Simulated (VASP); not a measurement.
# GaSb (I-4m2) in VASP: further runs

GaSb is run at these levels: PBEsol, r2SCAN; tasks: single point.

Program: VASP 6.6.1. These are calculated values, not measurements. Logs are shortened: lines on timing, memory, paths and dates and some standing lists are left out, and cuts for length are marked.

### Step 1. The cell of the first run

It takes space group I-4m2 (No. 119, tetragonal). The conventional cell has a = 5.579 Å, b = 5.579 Å, c = 3.223 Å, α = 90.00°, β = 90.00°, γ = 90.00°. Sb (site symmetry -4m2) has 8 Ga at 2.90 to 3.69 Å and 2 Sb at 3.22 Å within 3.8 Å. Within 3.8 Å of Ga (site symmetry -4m2) lie 8 Sb at 2.90 to 3.69 Å and 2 Ga at 3.22 Å.

### Step 2. Single point, PBEsol

File INCAR:

```
SYSTEM = GaSb
  ALGO = Normal
  EDIFF = 1E-6
  ENCUT = 520
  GGA = PS
  ISIF = 2
  ISMEAR = -1
  LASPH = .True.
  LCHARG = .True.
  LELF = .True.
  LREAL = .False.
  LVHAR = .True.
  LWAVE = .False.
  NBANDS = 16
  NELM = 100
  PREC = Accurate
  SIGMA = 0.05
```

File KPOINTS:

```
k-points
0
Gamma
  10 10 10
  0 0 0
```

File POSCAR:

```
GaSb
1.0
   -2.7896675499      2.7896675499      1.6116397558
    2.7896675499     -2.7896675499      1.6116397558
    2.7896675499      2.7896675499     -1.6116397558
Sb Ga
1 1
Direct
    0.0000000000      0.0000000000      0.0000000000
    0.7500000000      0.2500000000      0.5000000000
```

Potentials or basis: VASP PAW PBE potentials, release 64 (Sb, Ga_d).

The run is started by

```
$ cat potpaw_PBE.64/Sb/POTCAR potpaw_PBE.64/Ga_d/POTCAR > POTCAR
$ mpirun -np 1 vasp_std > vasp.out
```

OUTCAR:

```text
SYSTEM = GaSb
   EDIFF = 1E-6
   ENCUT = 520
   GGA = PS
   ISIF = 2
   ISMEAR = -1
   LASPH = .True.
   LREAL = .False.
   NELM = 100
   PREC = Accurate

 ion  position               nearest neighbor table
   1  0.000  0.000  0.000-   2 2.90   2 2.90   2 2.90   2 2.90
   2  0.750  0.250  0.500-   1 2.90   1 2.90   1 2.90   1 2.90

  LATTYP: Found a body centered tetragonal cell.
 ALAT       =     5.5793350998
 C/A-ratio  =     0.5777174975

  Lattice vectors:

 A1 = (  -2.7896675499,   2.7896675499,   1.6116397558)
 A2 = (   2.7896675499,  -2.7896675499,   1.6116397558)
 A3 = (   2.7896675499,   2.7896675499,  -1.6116397558)

Analysis of symmetry for initial positions (statically):
=====================================================================
 Subroutine PRICEL returns:
 Original cell was already a primitive cell.

 Routine SETGRP: Setting up the symmetry group for a
 body centered tetragonal supercell.

 Subroutine GETGRP returns: Found  8 space group operations
 (whereof  8 operations were pure point group operations)
 out of a pool of 16 trial point group operations.

The static configuration has the point symmetry D_2d.

Analysis of symmetry for dynamics (positions and initial velocities):
=====================================================================
 Subroutine PRICEL returns:
 Original cell was already a primitive cell.

 Routine SETGRP: Setting up the symmetry group for a
 body centered tetragonal supercell.

 Subroutine GETGRP returns: Found  8 space group operations
 (whereof  8 operations were pure point group operations)
 out of a pool of 16 trial point group operations.

The dynamic configuration has the point symmetry D_2d.

 Subroutine INISYM returns: Found  8 space group operations
 (whereof  8 operations are pure point group operations),
 and found     1 'primitive' translations

----------------------------------------------------------------------------------------

                                     Primitive cell

  volume of cell :      50.1687

  direct lattice vectors                    reciprocal lattice vectors
    -2.789667550  2.789667550  1.611639756     0.000000000  0.179232827  0.310243029
     2.789667550 -2.789667550  1.611639756     0.179232827  0.000000000  0.310243029
     2.789667550  2.789667550 -1.611639756     0.179232827  0.179232827  0.000000000

  length of vectors
     4.261674880  4.261674880  4.261674880     0.358294772  0.358294772  0.253473494

  position of ions in fractional coordinates (direct lattice)
     0.000000000  0.000000000  0.000000000
     0.750000000  0.250000000  0.500000000

  ion indices of the primitive-cell ions
   primitive index   ion index
                 1           1
                 2           2

----------------------------------------------------------------------------------------

 KPOINTS: k-points

Automatic generation of k-mesh.
 Grid dimensions read from file:
 generate k-points for:   10   10   10

 Generating k-lattice:

  Cartesian coordinates                     Fractional coordinates (reciprocal lattice)
     0.000000000  0.017923283  0.031024303     0.100000000 -0.000000000  0.000000000
     0.017923283  0.000000000  0.031024303    -0.000000000  0.100000000  0.000000000
     0.017923283  0.017923283  0.000000000     0.000000000  0.000000000  0.100000000

  Length of vectors
     0.035829477  0.035829477  0.025347349

  Shift w.r.t. Gamma in fractional coordinates (k-lattice)
     0.000000000  0.000000000  0.000000000

 Subroutine IBZKPT returns following result:
 ===========================================

 Found    102 irreducible k-points:

 Following reciprocal coordinates:
            Coordinates               Weight
  0.000000  0.000000  0.000000      1.000000
  0.100000  0.000000 -0.000000      8.000000
  0.200000  0.000000 -0.000000      8.000000
  0.300000 -0.000000  0.000000      8.000000
  0.400000  0.000000  0.000000      8.000000
  0.500000  0.000000 -0.000000      4.000000
[... 16 lines left out ...]
  0.300000  0.300000  0.000000      8.000000
  0.400000  0.300000  0.000000     16.000000
 [... further k-points ...]
   k-points           NKPTS =    102   k-points in BZ     NKDIM =    102   number of bands    NBANDS=     16
   number of dos      NEDOS =    301   number of ions     NIONS =      2
   total plane-waves  NPLWV =  32768
   dimension x,y,z NGX =    32 NGY =   32 NGZ =   32
   dimension x,y,z NGXF=    64 NGYF=   64 NGZF=   64
   ions per type =               1   1
   NGX,Y,Z   is equivalent  to a cutoff of  12.48, 12.48, 12.48 a.u.
   NGXF,Y,Z  is equivalent  to a cutoff of  24.97, 24.97, 24.97 a.u.
 SYSTEM =  GaSb
   PREC   = accura    normal or accurate (medium, high low for compatibility)
   ISTART =      0    job   : 0-new  1-cont  2-samecut
   ICHARG =      2    charge: 1-file 2-atom 10-const
   ISPIN  =      1    spin polarized calculation?
   LNONCOLLINEAR =      F non collinear calculations
   LSORBIT =      F    spin-orbit coupling
   LASPH  =      T    aspherical Exc in radial PAW
   ENCUT  =  520.0 eV  38.22 Ry    6.18 a.u.   7.92  7.92  7.92*2*pi/ulx,y,z
   NELM   =    100;   NELMIN=  2; NELMDL= -5     # of ELM steps
   EDIFF  = 0.1E-05   stopping-criterion for ELM
   LREAL  =      F    real-space projection
   EDIFFG = 0.1E-04   stopping-criterion for IOM
   NSW    =      0    number of steps for IOM
   IBRION =     -1    ionic relax: 0-MD 1-quasi-New 2-CG
   NFREE  =      0    steps in history (QN), initial steepest desc. (CG)
   ISIF   =      2    stress and relaxation
   ISYM   =      2    0-nonsym 1-usesym 2-fastsym
   POTIM  = 0.5000    time-step for ionic-motion
   TEBEG  =    0.0;   TEEND  =   0.0 temperature during run
   PSTRESS=    0.0 pullay stress
   NELECT =      18.0000    total number of electrons
   NUPDOWN=      -1.0000    fix difference up-down
   EMIN   =  10.00;   EMAX   =-10.00  energy-range for DOS
   EFERMI =   0.00;   METHOD = LEGACY
   ISMEAR =    -1;   SIGMA  =   0.05  broadening in eV -4-tet -1-fermi 0-gaus
   EFERMI_NEDOS =   21; number of points for ismear=-14 and -15
   IALGO  =     38    algorithm
   IMIX   =      4    mixing-type and parameters
     AMIX     =   0.40;   BMIX     =  1.00
     AMIX_MAG =   1.60;   BMIX_MAG =  1.00
  volume/ion in A,a.u.               =      25.08       169.28
  Fermi-wavevector in a.u.,A,eV,Ry     =   1.163290  2.198300 18.412001  1.353244
  Thomas-Fermi vector in A             =   2.299842
   LORBIT       =      0    0 simple, 1 ext, 2 COOP (PROOUT), +10 PAW based schemes
   GGA     = PS    functional components
   LHFCALC =     F    Hartree Fock is set to
   AEXX    =    0.0000 exact exchange contribution
   IVDW    =     0    specifies the selected vdW correction
   LEPSILON=     F    determine dielectric tensor
   LRPA    =     F    only Hartree local field effects (RPA)
 non-spin polarized calculation
  energy-cutoff  :      520.00
  volume of cell :       50.17
 maximum number of plane-waves:      1378
   NGX = 15   NGY = 15   NGZ = 15

 number of electron      17.9999987 magnetization

 Free energy of the ion-electron system (eV)
  ---------------------------------------------------
  ext. energy  EPLUGINS =         0.00000000
  ---------------------------------------------------
  free energy    TOTEN  =        -7.82680175 eV

  energy without entropy =       -7.82217537  energy(sigma->0) =       -7.82448856

 E-fermi :   5.9493     XC(G=0): -10.1844

 val. band max:        5.8479760497   @ k =  -0.2000  -0.4000   0.1000
 cond. band min:       5.9502636390   @ k =   0.4000   0.4000   0.1000
 fundamental gap:      0.1022875893
 Fermi energy:         5.9492987877

 k-point     1 :       0.0000    0.0000    0.0000
  band No.  band energies     occupation
      1      -8.8478      2.00000
      2      -8.7717      2.00000
      3      -8.7641      2.00000
      4      -8.7469      2.00000
      5      -8.7469      2.00000
      6      -5.6947      2.00000
[... 8 lines left out ...]
     15      15.6236      0.00000
     16      16.5062      0.00000

 k-point     2 :       0.1000    0.0000   -0.0000
  band No.  band energies     occupation
      1      -8.8364      2.00000
      2      -8.7728      2.00000
      3      -8.7624      2.00000
      4      -8.7515      2.00000
      5      -8.7514      2.00000
      6      -5.5117      2.00000
[... 8 lines left out ...]
     15      15.2392      0.00000
     16      15.6435      0.00000

 k-point     3 :       0.2000    0.0000   -0.0000
  band No.  band energies     occupation
      1      -8.8072      2.00000
      2      -8.7761      2.00000
      3      -8.7657      2.00000
      4      -8.7630      2.00000
      5      -8.7557      2.00000
      6      -4.9683      2.00000
[... 8 lines left out ...]
     15      13.9496      0.00000
     16      15.3639      0.00000

 k-point     4 :       0.3000   -0.0000    0.0000
  band No.  band energies     occupation
      1      -8.7890      2.00000
      2      -8.7807      2.00000
      3      -8.7752      2.00000
      4      -8.7646      2.00000
      5      -8.7498      2.00000
      6      -4.0918      2.00000
[... 8 lines left out ...]
     15      13.1816      0.00000
     16      16.0407      0.00000

 k-point     5 :       0.4000    0.0000    0.0000
  band No.  band energies     occupation
      1      -8.7999      2.00000
      2      -8.7933      2.00000
      3      -8.7780      2.00000
      4      -8.7446      2.00000
      5      -8.7369      2.00000
      6      -2.9952      2.00000
[... 8 lines left out ...]
     15      14.5566      0.00000
     16      17.0649      0.00000

 k-point     6 :       0.5000    0.0000   -0.0000
  band No.  band energies     occupation
      1      -8.8048      2.00000
      2      -8.7981      2.00000
      3      -8.7791      2.00000
      4      -8.7427      2.00000
      5      -8.7255      2.00000
      6      -2.2831      2.00000
[... 8 lines left out ...]
     15      16.1455      0.00000
     16      16.6575      0.00000

 k-point     7 :       0.1000    0.1000   -0.0000
  band No.  band energies     occupation
      1      -8.8077      2.00000
      2      -8.7743      2.00000
      3      -8.7651      2.00000
      4      -8.7637      2.00000
      5      -8.7573      2.00000
      6      -5.0512      2.00000
[... 8 lines left out ...]
     15      14.3609      0.00000
     16      14.6981      0.00000

 k-point     8 :       0.2000    0.1000    0.0000
  band No.  band energies     occupation
      1      -8.7854      2.00000
      2      -8.7808      2.00000
      3      -8.7752      2.00000
      4      -8.7665      2.00000
      5      -8.7517      2.00000
      6      -4.2502      2.00000
[... 8 lines left out ...]
     15      13.6115      0.00000
     16      15.0186      0.00000

 k-point     9 :       0.3000    0.1000    0.0000
  band No.  band energies     occupation
      1      -8.7977      2.00000
      2      -8.7927      2.00000
      3      -8.7780      2.00000
      4      -8.7463      2.00000
      5      -8.7380      2.00000
      6      -3.1925      2.00000
[... 8 lines left out ...]
     15      13.8334      0.00000
     16      16.0016      0.00000
[... 172 lines left out ...]
 k-point    19 :       0.5000    0.2000   -0.0000
  band No.  band energies     occupation
      1      -8.7928      2.00000
      2      -8.7809      2.00000
      3      -8.7764      2.00000
      4      -8.7628      2.00000
      5      -8.7457      2.00000
      6      -3.3987      2.00000
[... 8 lines left out ...]
     15      15.1131      0.00000
     16      16.1448      0.00000

 k-point    20 :      -0.4000    0.2000   -0.0000
  band No.  band energies     occupation
      1      -8.8038      2.00000
      2      -8.7844      2.00000
      3      -8.7663      2.00000
      4      -8.7612      2.00000
      5      -8.7500      2.00000
      6      -4.3502      2.00000
[... 8 lines left out ...]
     15      14.9380      0.00000
     16      15.7618      0.00000

 k-point    21 :      -0.3000    0.2000   -0.0000
  band No.  band energies     occupation
      1      -8.8328      2.00000
      2      -8.7807      2.00000
      3      -8.7583      2.00000
      4      -8.7522      2.00000
      5      -8.7476      2.00000
      6      -5.0274      2.00000
[... 8 lines left out ...]
     15      15.6255      0.00000
     16      16.3096      0.00000

 k-point    22 :      -0.2000    0.2000    0.0000
  band No.  band energies     occupation
      1      -8.8449      2.00000
      2      -8.7776      2.00000
      3      -8.7604      2.00000
      4      -8.7476      2.00000
      5      -8.7441      2.00000
      6      -5.3655      2.00000
[... 8 lines left out ...]
     15      14.9097      0.00000
     16      15.9545      0.00000

 k-point    23 :       0.3000    0.3000    0.0000
  band No.  band energies     occupation
      1      -8.7997      2.00000
      2      -8.7916      2.00000
      3      -8.7821      2.00000
      4      -8.7433      2.00000
      5      -8.7359      2.00000
      6      -2.2926      2.00000
[... 8 lines left out ...]
     15      14.6292      0.00000
     16      16.4652      0.00000

 k-point    24 :       0.4000    0.3000    0.0000
  band No.  band energies     occupation
      1      -8.7928      2.00000
      2      -8.7816      2.00000
      3      -8.7758      2.00000
      4      -8.7632      2.00000
      5      -8.7452      2.00000
      6      -3.0630      2.00000
[... 8 lines left out ...]
     15      15.4263      0.00000
     16      16.4293      0.00000

 [... further k-points ...]
[... 5 lines left out ...]
  --------------------------------------------------------------------------------------
  -------------------------------------------------------------------------------------
  Total       -1.4060304     -1.4060304     -1.5379952      0.0000000      0.0000000      0.0000000
  in kB      -44.9026988    -44.9026988    -49.1170969      0.0000000      0.0000000      0.0000000
  external PRESSURE =     -46.3074981 kB  Pullay stress =       0.0000000 kB

 VOLUME and BASIS-vectors are now :
 -----------------------------------------------------------------------------
  energy-cutoff  :      520.00
  volume of cell :       50.17
      direct lattice vectors                 reciprocal lattice vectors
    -2.789667550  2.789667550  1.611639756     0.000000000  0.179232827  0.310243029
     2.789667550 -2.789667550  1.611639756     0.179232827  0.000000000  0.310243029
     2.789667550  2.789667550 -1.611639756     0.179232827  0.179232827  0.000000000

 POSITION                                       TOTAL-FORCE (eV/Angst)
 -----------------------------------------------------------------------------------
      0.00000      0.00000      0.00000         0.000000     -0.000000      0.000000
     -0.00000      2.78967      0.80582        -0.000000      0.000000     -0.000000
 -----------------------------------------------------------------------------------
    total drift:                               -0.000000      0.000000      0.000000

  FREE ENERGIE OF THE ION-ELECTRON SYSTEM (eV)
  ---------------------------------------------------
  free  energy   TOTEN  =        -7.8268017498 eV

  energy  without entropy=       -7.8221753658  energy(sigma->0) =       -7.82448856
```

It took 28 s on 1 thread of Intel Xeon 6975P-C (Granite Rapids), shared host; peak memory 0.23 GiB.

Results:

* Free energy: -7.8268 eV
* Pressure: -4.6 GPa
* Band gap on the k mesh: zero (bands 9 and 10 overlap by 4.37 eV)

Stress tensor (GPa, compression positive):
```
-4.49  0.00  0.00
 0.00 -4.49  0.00
 0.00  0.00 -4.91
```

Caveat: the cell stands under tension; the PAW data sets were made with another functional, which shifts forces and pressure a little; spin-orbit coupling is left out, which moves the levels of the heavy elements.

(Part 1 of 2 ends here.)

The gap in the log of VASP goes by the Fermi energy; the results here count the filled bands.